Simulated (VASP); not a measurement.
A run of VASP 6.6.1 is set up as follows.

File INCAR:

```
SYSTEM = MgTe5
PREC = Accurate
ENCUT = 520
EDIFF = 1E-6
ISMEAR = 0
SIGMA = 0.1
LREAL = .FALSE.
LASPH = .TRUE.
NELM = 60
ALGO = Normal
ISIF = 2
LWAVE = .FALSE.
LCHARG = .TRUE.
GGA = PE
LELF = .TRUE.
LVHAR = .TRUE.
NBANDS = 25
```

The input KPOINTS:

```
regular mesh
0
G
  3 3 4
  0 0 0
```

File POSCAR:

```
MgTe5
1.0
    7.8821880244     -0.0000000034      0.0000000000
   -3.9410940093      6.8261750682      0.0000000000
    0.0000000000      0.0000000000      5.3270611722
Mg Te
1 5
Direct
    0.6666666667      0.3333333333      0.5000000000
    0.8801835324      0.1198164676      0.5000000000
    0.8801835324      0.7603670648      0.5000000000
    0.2396329352      0.1198164676      0.5000000000
    0.6666666667      0.3333333333      0.0000000000
    0.3333333333      0.6666666667      0.0000000000
```

Potentials or basis: VASP PAW PBE potentials, release 64 (Mg, Te).

Command:

```bash
$ cat potpaw_PBE.64/Mg/POTCAR potpaw_PBE.64/Te/POTCAR > POTCAR
$ mpirun -np 1 vasp_std > vasp.out
```

Problem. Estimate the largest force.

Solution. 0.006 eV/Å.

Problem. What does it give for the pressure?

Solution. 0.0 GPa.

Forces on the atoms (eV/Å):
```
Mg   0.000  0.000  0.000
Te   0.005 -0.003  0.000
Te   0.000  0.006  0.000
Te  -0.005 -0.003  0.000
Te   0.000  0.000  0.000
Te   0.000  0.000  0.000
```
